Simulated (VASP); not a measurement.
Write the native input for VASP 6.6.1 that does the following.

```yaml
Task: single point
Functional: PBEsol
Potentials_or_basis: VASP PAW PBE potentials, release 64 (Al)
Cutoff: 520 eV
k_mesh: 18 × 18 × 10
Occupations: gaussian, width 0.1 eV
Spin: no spin polarisation
Dipole_correction: no
Further_INCAR_settings: ALGO = Normal; EDIFF = 1e-07; NBANDS = 10
```

The structure of Al lies in POSCAR:

```
Al
1.0
    2.8500701807      0.0000000000      0.0000000000
   -1.4250350903      2.4682331791      0.0000000000
    0.0000000000      0.0000000000      4.6373162797
Al
2
Direct
    0.6666666667      0.3333333333      0.7500000000
    0.3333333333      0.6666666667      0.2500000000
```

The input as run:

INCAR

```
SYSTEM = Al
PREC = Accurate ; ENCUT = 520
EDIFF = 1E-7 ; ISMEAR = 0
SIGMA = 0.1 ; LREAL = .False.
LASPH = .True. ; NELM = 80
ALGO = Normal ; ISIF = 2
LWAVE = .False. ; LCHARG = .True.
GGA = PS ; LELF = .True.
LVHAR = .True. ; NBANDS = 10
```

KPOINTS

```
regular mesh
0
Gamma
  18 18 10
  0 0 0
```

Potentials or basis: VASP PAW PBE potentials, release 64 (Al).

Run with:

```bash
$ cat potpaw_PBE.64/Al/POTCAR > POTCAR
$ mpirun -np 1 vasp_std > vasp.out
```

It gave:

- Pressure: 0.1 GPa
- Band gap on the k mesh: zero (band 3 reaches 12.26 eV, above the bottom of band 4 at 4.83 eV)

Caveat: the PAW data sets were made with another functional, which shifts forces and pressure a little.

It used 100 s of CPU time on 1 thread of AMD EPYC 7R13 Processor (Zen 3), with other jobs on the host.
